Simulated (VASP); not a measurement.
**RbCu2Os: single point with PBE**

RbCu2Os:

```
CELL_PARAMETERS angstrom
2.84158 0.00000 0.00000
-1.42079 2.46088 0.00000
0.00000 0.00000 10.19708
ATOMIC_POSITIONS crystal
Rb 0.33333 0.66667 0.00000
Cu 0.00000 0.00000 0.70060
Cu 0.00000 0.00000 0.29940
Os 0.66667 0.33333 0.50000
```

```yaml
Program: VASP 6.6.1
Task: single point
Functional: PBE
Potentials_or_basis: VASP PAW PBE potentials, release 64 (Rb_sv, Cu, Os)
Cutoff: 520 eV
k_mesh: 6 × 6 × 2
Occupations: gaussian, width 0.1 eV
Spin: no spin polarisation
```

```yaml
Pressure: 0.4 GPa
```

Stress tensor (GPa, compression positive):
```
0.56 0.00 0.00
0.00 0.56 0.00
0.00 0.00 0.11
```

Levels at points of the mesh, in eV from the Fermi level:
```tsv
k point	band 15	band 16	band 17	band 18	band 19	band 20	band 21	band 22	band 23	band 24
(0.00, 0.00, 0.00)	-2.70	-2.46	-2.46	-1.89	-1.47	-1.47	0.57	0.57	0.68	1.70
(0.50, 0.00, 0.00)	-1.94	-1.94	-1.60	-0.27	-0.05	-0.04	0.25	1.20	2.10	3.05
(0.00, 0.00, 0.50)	-2.54	-2.46	-2.46	-1.47	-1.47	-0.86	-0.80	0.57	0.57	1.79
(0.50, 0.00, 0.50)	-1.94	-1.90	-1.56	-0.14	-0.05	-0.02	0.26	0.62	2.10	2.72
```

Wall time 2.4 min on 1 thread of AMD EPYC 7R13, on a shared host, peak memory 0.19 GiB.

Caveat: the k points lie up to 0.43 Å⁻¹ apart; spin-orbit coupling is left out, which moves the levels of the heavy elements.
